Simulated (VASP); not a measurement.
# SrO (Fm-3m) in VASP: further runs

The runs below take SrO through single point, with r2SCAN.

Program: VASP 6.6.1. These are calculated values, not measurements. Logs are shortened: lines on timing, memory, paths and dates and some standing lists are left out, and cuts for length are marked.

## Step 1: The cell of the first run

The structure is cubic, space group Fm-3m (No. 225). Conventional cell: a = 5.108 Å, b = 5.108 Å, c = 5.108 Å, α = 90.00°, β = 90.00°, γ = 90.00°. Within 3.4 Å of Sr (site symmetry m-3m) lie 6 O at 2.55 Å. Within 3.4 Å of O (site symmetry m-3m) lie 6 Sr at 2.55 Å.

## Step 2: Single point, r2SCAN (volume changed by -3%)

File POSCAR:

```
SrO
1.0
    0.0000000000      2.5538310262      2.5538310262
    2.5538310262      0.0000000000      2.5538310262
    2.5538310262      2.5538310262      0.0000000000
Sr O
1 1
Direct
    0.0000000000      0.0000000000      0.0000000000
    0.5000000000      0.5000000000      0.5000000000
```

File INCAR.step1:

```
PREC     = Accurate       # precision mode
ENCUT    = 520            # plane-wave cutoff, eV
ISMEAR   = 0              # smearing method
SIGMA    = 0.01           # smearing width, eV
LREAL    = F              # projectors in reciprocal space
LASPH    = T              # aspherical terms in the spheres
NELM     = 100            # most SCF steps
NBANDS   = 15             # bands
GGA      = PE             # functional
ALGO     = Normal         # electronic algorithm
EDIFF    = 1E-4           # SCF threshold, eV
LWAVE    = T              # write WAVECAR
LCHARG   = F              # write CHGCAR
```

File INCAR.step2:

```
PREC     = Accurate       # precision mode
ENCUT    = 520            # plane-wave cutoff, eV
EDIFF    = 1E-6           # SCF threshold, eV
ISMEAR   = 0              # smearing method
SIGMA    = 0.01           # smearing width, eV
LREAL    = F              # projectors in reciprocal space
LASPH    = T              # aspherical terms in the spheres
NELM     = 100            # most SCF steps
ALGO     = Normal         # electronic algorithm
ISIF     = 2              # what is computed and relaxed
LWAVE    = F              # write WAVECAR
LCHARG   = T              # write CHGCAR
METAGGA  = R2SCAN         # meta-GGA
LMIXTAU  = T            
LELF     = T              # ELF
LVHAR    = T            
NBANDS   = 15             # bands
ISTART   = 1
```

File KPOINTS:

```
Automatic mesh
0
Gamma
  8 8 8
```

Potentials or basis: VASP PAW PBE potentials, release 64 (Sr_sv, O).

On the command line:

```bash
cat potpaw_PBE.64/Sr_sv/POTCAR potpaw_PBE.64/O/POTCAR > POTCAR
cp INCAR.step1 INCAR
mpirun -np 1 vasp_std > vasp.out
cp INCAR.step2 INCAR
mpirun -np 1 vasp_std > vasp.out
```

OUTCAR:

```text
PREC = Accurate
   ENCUT = 520
   EDIFF = 1E-6
   ISMEAR = 0
   LREAL = F
   LASPH = T
   NELM = 100
   ISIF = 2
   METAGGA = R2SCAN
   ISTART = 1

 ion  position               nearest neighbor table
   1  0.000  0.000  0.000-   2 2.55   2 2.55   2 2.55   2 2.55   2 2.55   2 2.55
   2  0.500  0.500  0.500-   1 2.55   1 2.55   1 2.55   1 2.55   1 2.55   1 2.55

  LATTYP: Found a face centered cubic cell.
 ALAT       =     5.1076620524

  Lattice vectors:

 A1 = (   0.0000000000,   2.5538310262,   2.5538310262)
 A2 = (   2.5538310262,   0.0000000000,   2.5538310262)
 A3 = (   2.5538310262,   2.5538310262,   0.0000000000)

Analysis of symmetry for initial positions (statically):
=====================================================================
 Subroutine PRICEL returns:
 Original cell was already a primitive cell.

 Routine SETGRP: Setting up the symmetry group for a
 face centered cubic supercell.

 Subroutine GETGRP returns: Found 48 space group operations
 (whereof 48 operations were pure point group operations)
 out of a pool of 48 trial point group operations.

The static configuration has the point symmetry O_h .

Analysis of symmetry for dynamics (positions and initial velocities):
=====================================================================
 Subroutine PRICEL returns:
 Original cell was already a primitive cell.

 Routine SETGRP: Setting up the symmetry group for a
 face centered cubic supercell.

 Subroutine GETGRP returns: Found 48 space group operations
 (whereof 48 operations were pure point group operations)
 out of a pool of 48 trial point group operations.

The dynamic configuration has the point symmetry O_h .

 Subroutine INISYM returns: Found 48 space group operations
 (whereof 48 operations are pure point group operations),
 and found     1 'primitive' translations

----------------------------------------------------------------------------------------

                                     Primitive cell

  volume of cell :      33.3124

  direct lattice vectors                    reciprocal lattice vectors
     0.000000000  2.553831026  2.553831026    -0.195784292  0.195784292  0.195784292
     2.553831026  0.000000000  2.553831026     0.195784292 -0.195784292  0.195784292
     2.553831026  2.553831026  0.000000000     0.195784292  0.195784292 -0.195784292

  length of vectors
     3.611662473  3.611662473  3.611662473     0.339108342  0.339108342  0.339108342

  position of ions in fractional coordinates (direct lattice)
     0.000000000  0.000000000  0.000000000
     0.500000000  0.500000000  0.500000000

  ion indices of the primitive-cell ions
   primitive index   ion index
                 1           1
                 2           2

----------------------------------------------------------------------------------------

 KPOINTS: Automatic mesh

Automatic generation of k-mesh.
 Grid dimensions read from file:
 generate k-points for:    8    8    8

 Generating k-lattice:

  Cartesian coordinates                     Fractional coordinates (reciprocal lattice)
    -0.024473037  0.024473037  0.024473037     0.125000000  0.000000000  0.000000000
     0.024473037 -0.024473037  0.024473037     0.000000000  0.125000000  0.000000000
     0.024473037  0.024473037 -0.024473037     0.000000000  0.000000000  0.125000000

  Length of vectors
     0.042388543  0.042388543  0.042388543

  Shift w.r.t. Gamma in fractional coordinates (k-lattice)
     0.000000000  0.000000000  0.000000000

 Subroutine IBZKPT returns following result:
 ===========================================

 Found     29 irreducible k-points:

 Following reciprocal coordinates:
            Coordinates               Weight
  0.000000  0.000000  0.000000      1.000000
  0.125000  0.000000  0.000000      8.000000
  0.250000  0.000000  0.000000      8.000000
  0.375000  0.000000  0.000000      8.000000
  0.500000  0.000000  0.000000      4.000000
  0.125000  0.125000  0.000000      6.000000
[... 16 lines left out ...]
  0.500000  0.250000  0.125000     48.000000
 -0.375000  0.250000  0.125000     24.000000
 [... further k-points ...]
   k-points           NKPTS =     29   k-points in BZ     NKDIM =     29   number of bands    NBANDS=     15
   number of dos      NEDOS =    301   number of ions     NIONS =      2
   total plane-waves  NPLWV =  21952
   dimension x,y,z NGX =    28 NGY =   28 NGZ =   28
   dimension x,y,z NGXF=    56 NGYF=   56 NGZF=   56
   ions per type =               1   1
   NGX,Y,Z   is equivalent  to a cutoff of  12.89, 12.89, 12.89 a.u.
   NGXF,Y,Z  is equivalent  to a cutoff of  25.78, 25.78, 25.78 a.u.
 SYSTEM =  unknown system
   PREC   = accura    normal or accurate (medium, high low for compatibility)
   ISTART =      1    job   : 0-new  1-cont  2-samecut
   ICHARG =      0    charge: 1-file 2-atom 10-const
   ISPIN  =      1    spin polarized calculation?
   LNONCOLLINEAR =      F non collinear calculations
   LSORBIT =      F    spin-orbit coupling
   LASPH  =      T    aspherical Exc in radial PAW
   ENCUT  =  520.0 eV  38.22 Ry    6.18 a.u.   6.72  6.72  6.72*2*pi/ulx,y,z
   NELM   =    100;   NELMIN=  2; NELMDL=  0     # of ELM steps
   EDIFF  = 0.1E-05   stopping-criterion for ELM
   LREAL  =      F    real-space projection
   EDIFFG = 0.1E-04   stopping-criterion for IOM
   NSW    =      0    number of steps for IOM
   IBRION =     -1    ionic relax: 0-MD 1-quasi-New 2-CG
   NFREE  =      0    steps in history (QN), initial steepest desc. (CG)
   ISIF   =      2    stress and relaxation
   ISYM   =      2    0-nonsym 1-usesym 2-fastsym
   POTIM  = 0.5000    time-step for ionic-motion
   TEBEG  =    0.0;   TEEND  =   0.0 temperature during run
   PSTRESS=    0.0 pullay stress
   NELECT =      16.0000    total number of electrons
   NUPDOWN=      -1.0000    fix difference up-down
   EMIN   =  10.00;   EMAX   =-10.00  energy-range for DOS
   EFERMI =   0.00;   METHOD = LEGACY
   ISMEAR =     0;   SIGMA  =   0.01  broadening in eV -4-tet -1-fermi 0-gaus
   EFERMI_NEDOS =   21; number of points for ismear=-14 and -15
   IALGO  =     38    algorithm
   IMIX   =      4    mixing-type and parameters
     AMIX     =   0.40;   BMIX     =  1.00
     AMIX_MAG =   1.60;   BMIX_MAG =  1.00
  volume/ion in A,a.u.               =      16.66       112.40
  Fermi-wavevector in a.u.,A,eV,Ry     =   1.282073  2.422766 22.364039  1.643711
  Thomas-Fermi vector in A             =   2.414406
   LORBIT       =      0    0 simple, 1 ext, 2 COOP (PROOUT), +10 PAW based schemes
   METAGGA = R2SCAN    functional components
   LHFCALC =     F    Hartree Fock is set to
   AEXX    =    0.0000 exact exchange contribution
   IVDW    =     0    specifies the selected vdW correction
   LEPSILON=     F    determine dielectric tensor
   LRPA    =     F    only Hartree local field effects (RPA)
 non-spin polarized calculation
 Gauss-broadening in eV      SIGMA  =   0.01
  energy-cutoff  :      520.00
  volume of cell :       33.31
 maximum number of plane-waves:       934
   NGX = 13   NGY = 13   NGZ = 13

 number of electron      15.9999996 magnetization

 Free energy of the ion-electron system (eV)
  ---------------------------------------------------
  ext. energy  EPLUGINS =         0.00000000
  ---------------------------------------------------
  free energy    TOTEN  =       -27.04165868 eV

  energy without entropy =      -27.04165868  energy(sigma->0) =      -27.04165868

 E-fermi :   1.5738     XC(G=0): -10.6901

 val. band max:        1.4365080670   @ k =   0.0000   0.0000   0.0000
 cond. band min:       5.1675043748   @ k =   0.5000   0.5000   0.0000
 fundamental gap:      3.7309963079
 Fermi energy:         1.5738289776

 k-point     1 :       0.0000    0.0000    0.0000
  band No.  band energies     occupation
      1     -31.9632      2.00000
      2     -14.6157      2.00000
      3     -12.9645      2.00000
      4     -12.9645      2.00000
      5     -12.9645      2.00000
      6       1.4365      2.00000
      7       1.4365      2.00000
      8       1.4365      2.00000
      9       6.2492      0.00000
     10       8.2597      0.00000
     11       8.2597      0.00000
     12       8.2597      0.00000
     13      10.6269      0.00000
     14      10.6269      0.00000
     15      14.8409      0.00000

 k-point     2 :       0.1250    0.0000    0.0000
  band No.  band energies     occupation
      1     -31.9412      2.00000
      2     -14.9102      2.00000
      3     -12.9765      2.00000
      4     -12.9765      2.00000
      5     -12.7238      2.00000
      6       1.0058      2.00000
      7       1.2353      2.00000
      8       1.2353      2.00000
      9       6.9400      0.00000
     10       8.0979      0.00000
     11       8.5788      0.00000
     12       8.5788      0.00000
     13      11.0547      0.00000
     14      11.0547      0.00000
     15      15.8842      0.00000

 k-point     3 :       0.2500    0.0000    0.0000
  band No.  band energies     occupation
      1     -31.8875      2.00000
      2     -15.4403      2.00000
      3     -13.0050      2.00000
      4     -13.0050      2.00000
      5     -12.3227      2.00000
      6       0.1876      2.00000
      7       0.7986      2.00000
      8       0.7986      2.00000
      9       8.0365      0.00000
     10       8.4939      0.00000
     11       9.4472      0.00000
     12       9.4472      0.00000
     13      12.1264      0.00000
     14      12.1264      0.00000
     15      17.9837      0.00000
[... 343 lines left out ...]
 k-point    23 :       0.5000    0.2500    0.1250
  band No.  band energies     occupation
      1     -31.8056      2.00000
      2     -15.6269      2.00000
      3     -13.3459      2.00000
      4     -13.1473      2.00000
      5     -12.3135      2.00000
      6      -0.0889      2.00000
      7       0.4811      2.00000
      8       0.9274      2.00000
      9       7.5678      0.00000
     10       9.3729      0.00000
     11      11.1893      0.00000
     12      11.2532      0.00000
     13      13.4511      0.00000
     14      14.4295      0.00000
     15      16.9959      0.00000

 k-point    24 :      -0.3750    0.2500    0.1250
  band No.  band energies     occupation
      1     -31.7876      2.00000
      2     -15.6928      2.00000
      3     -13.3679      2.00000
      4     -13.2088      2.00000
      5     -12.2866      2.00000
      6      -0.1258      2.00000
      7       0.5610      2.00000
      8       0.6501      2.00000
      9       8.4277      0.00000
     10       8.8118      0.00000
     11      11.6285      0.00000
     12      11.6996      0.00000
     13      13.9842      0.00000
     14      15.3343      0.00000
     15      16.0939      0.00000

 [... further k-points ...]
[... 5 lines left out ...]
  --------------------------------------------------------------------------------------
  -------------------------------------------------------------------------------------
  Total        0.7611065      0.7611065      0.7611065     -0.0000000     -0.0000000      0.0000000
  in kB       36.6057690     36.6057690     36.6057690     -0.0000000     -0.0000000      0.0000000
  external PRESSURE =      36.6057690 kB  Pullay stress =       0.0000000 kB

 VOLUME and BASIS-vectors are now :
 -----------------------------------------------------------------------------
  energy-cutoff  :      520.00
  volume of cell :       33.31
      direct lattice vectors                 reciprocal lattice vectors
     0.000000000  2.553831026  2.553831026    -0.195784292  0.195784292  0.195784292
     2.553831026  0.000000000  2.553831026     0.195784292 -0.195784292  0.195784292
     2.553831026  2.553831026  0.000000000     0.195784292  0.195784292 -0.195784292

 POSITION                                       TOTAL-FORCE (eV/Angst)
 -----------------------------------------------------------------------------------
      0.00000      0.00000      0.00000        -0.000000     -0.000000      0.000000
      2.55383      2.55383      2.55383         0.000000      0.000000     -0.000000
 -----------------------------------------------------------------------------------
    total drift:                                0.000000      0.000000      0.000000

  FREE ENERGIE OF THE ION-ELECTRON SYSTEM (eV)
  ---------------------------------------------------
  free  energy   TOTEN  =       -27.0416586773 eV

  energy  without entropy=      -27.0416586773  energy(sigma->0) =      -27.04165868
```

Wall time 51 s (1 thread of AMD EPYC 9R45 (Zen 5), shared host); peak memory 0.14 GiB.

Results:

```
Free energy            : -27.0417 eV
Pressure               : 3.7 GPa
Band gap on the k mesh : 3.73 eV, indirect (least direct gap 3.80 eV)
```

Levels at points of the mesh, in eV from the valence-band top:
```csv
k point,band 4,band 5,band 6,band 7,band 8,band 9,band 10,band 11,band 12,band 13
"(0.00, 0.00, 0.00)",-14.40,-14.40,0.00,0.00,0.00,4.81,6.82,6.82,6.82,9.19
"(0.50, 0.00, 0.00)",-14.48,-13.37,-2.16,-1.17,-1.17,7.20,9.25,9.60,9.60,12.88
"(0.50, 0.50, 0.00)",-14.79,-14.79,-0.39,-0.07,-0.07,3.73,8.68,11.06,11.31,11.88
```

Caveat: the cell differs from its parent crystal (volume changed by -3%); the PAW data sets were made with another functional, which shifts forces and pressure a little. A k mesh can miss the band edges.

## Step 3: Single point, r2SCAN

This run uses another cell than the first one, of 17.17 Å³/atom, 1.031 times its volume.

File POSCAR:

```
SrO
1.0
    0.0000000000      2.5798923265      2.5798923265
    2.5798923265      0.0000000000      2.5798923265
    2.5798923265      2.5798923265      0.0000000000
Sr O
1 1
Direct
    0.0000000000      0.0000000000      0.0000000000
    0.5000000000      0.5000000000      0.5000000000
```

File INCAR.step1:

```
SYSTEM = SrO
PREC = Accurate
ENCUT = 520
ISMEAR = 0
SIGMA = 0.01
LREAL = .False.
LASPH = .True.
NELM = 80
NBANDS = 15
GGA = PE
ALGO = Normal
EDIFF = 1E-4
LWAVE = .True.
LCHARG = .False.
```

File INCAR.step2:

```
SYSTEM = SrO
PREC = Accurate
ENCUT = 520
EDIFF = 1E-6
ISMEAR = 0
SIGMA = 0.01
LREAL = .False.
LASPH = .True.
NELM = 80
ALGO = Normal
ISIF = 2
LWAVE = .False.
LCHARG = .False.
METAGGA = R2SCAN
LMIXTAU = .True.
NBANDS = 15
ISTART = 1
```

File KPOINTS:

```
Automatic mesh
0
Gamma
  8 8 8
  0 0 0
```

Potentials or basis: VASP PAW PBE potentials, release 64 (Sr_sv, O).

On the command line:

```bash
cat potpaw_PBE.64/Sr_sv/POTCAR potpaw_PBE.64/O/POTCAR > POTCAR
cp INCAR.step1 INCAR
mpirun -np 1 vasp_std > vasp.out
cp INCAR.step2 INCAR
mpirun -np 1 vasp_std > vasp.out
```

OUTCAR:

```text
SYSTEM = SrO
   PREC = Accurate
   ENCUT = 520
   EDIFF = 1E-6
   ISMEAR = 0
   LREAL = .False.
   LASPH = .True.
   NELM = 80
   ISIF = 2
   METAGGA = R2SCAN
   ISTART = 1

 ion  position               nearest neighbor table
   1  0.000  0.000  0.000-   2 2.58   2 2.58   2 2.58   2 2.58   2 2.58   2 2.58
   2  0.500  0.500  0.500-   1 2.58   1 2.58   1 2.58   1 2.58   1 2.58   1 2.58

  LATTYP: Found a face centered cubic cell.
 ALAT       =     5.1597846530

  Lattice vectors:

 A1 = (   0.0000000000,   2.5798923265,   2.5798923265)
 A2 = (   2.5798923265,   0.0000000000,   2.5798923265)
 A3 = (   2.5798923265,   2.5798923265,   0.0000000000)
[... 610 lines left out ...]
     13      13.5539      0.00000
     14      14.8655      0.00000
     15      15.5575      0.00000

 [... further k-points ...]
[... 5 lines left out ...]
  --------------------------------------------------------------------------------------
  -------------------------------------------------------------------------------------
  Total        0.1129797      0.1129797      0.1129797     -0.0000000     -0.0000000     -0.0000000
  in kB        5.2707952      5.2707952      5.2707952     -0.0000000     -0.0000000     -0.0000000
  external PRESSURE =       5.2707952 kB  Pullay stress =       0.0000000 kB

 VOLUME and BASIS-vectors are now :
 -----------------------------------------------------------------------------
  energy-cutoff  :      520.00
  volume of cell :       34.34
      direct lattice vectors                 reciprocal lattice vectors
     0.000000000  2.579892326  2.579892326    -0.193806538  0.193806538  0.193806538
     2.579892326  0.000000000  2.579892326     0.193806538 -0.193806538  0.193806538
     2.579892326  2.579892326  0.000000000     0.193806538  0.193806538 -0.193806538

 POSITION                                       TOTAL-FORCE (eV/Angst)
 -----------------------------------------------------------------------------------
      0.00000      0.00000      0.00000        -0.000000      0.000000      0.000000
      2.57989      2.57989      2.57989         0.000000     -0.000000     -0.000000
 -----------------------------------------------------------------------------------
    total drift:                                0.000000      0.000000      0.000000

  FREE ENERGIE OF THE ION-ELECTRON SYSTEM (eV)
  ---------------------------------------------------
  free  energy   TOTEN  =       -27.0556746320 eV

  energy  without entropy=      -27.0556746320  energy(sigma->0) =      -27.05567463
```

OSZICAR.step1:

```text
N       E                     dE             d eps       ncg     rms          rms(c)
DAV:   1     0.662388543319E+02    0.66239E+02   -0.84635E+03   870   0.104E+03
DAV:   2    -0.111128790408E+02   -0.77352E+02   -0.71397E+02  1180   0.221E+02
DAV:   3    -0.141872272767E+02   -0.30743E+01   -0.30570E+01  1127   0.388E+01
DAV:   4    -0.142474598592E+02   -0.60233E-01   -0.60227E-01  1097   0.528E+00
DAV:   5    -0.142490292378E+02   -0.15694E-02   -0.15694E-02  1062   0.652E-01    0.161E+01
DAV:   6    -0.121994316558E+02    0.20496E+01   -0.67046E+00   884   0.194E+01    0.190E+01
DAV:   7    -0.120567289113E+02    0.14270E+00   -0.30369E-01  1010   0.488E+00    0.110E+01
DAV:   8    -0.120459544809E+02    0.10774E-01   -0.11928E-01  1087   0.345E+00    0.417E-01
DAV:   9    -0.120472881005E+02   -0.13336E-02   -0.58786E-03  1120   0.485E-01    0.233E-01
DAV:  10    -0.120477462121E+02   -0.45811E-03   -0.43942E-04   975   0.197E-01    0.866E-02
DAV:  11    -0.120478938880E+02   -0.14768E-03   -0.14783E-04   918   0.898E-02    0.274E-02
DAV:  12    -0.120479122983E+02   -0.18410E-04   -0.26596E-05   687   0.387E-02
   1 F= -.12047912E+02 E0= -.12047912E+02  d E =-.449793E-12
```

Run time: 48 s. Hardware: 1 thread of AMD EPYC 9R45 (Zen 5), shared host; peak memory 0.14 GiB.

What came out:

* Free energy: -27.0557 eV
* Pressure: 0.5 GPa
* Band gap on the k mesh: 3.75 eV, indirect (least direct gap 3.84 eV)

Caveat: the PAW data sets were made with another functional, which shifts forces and pressure a little.
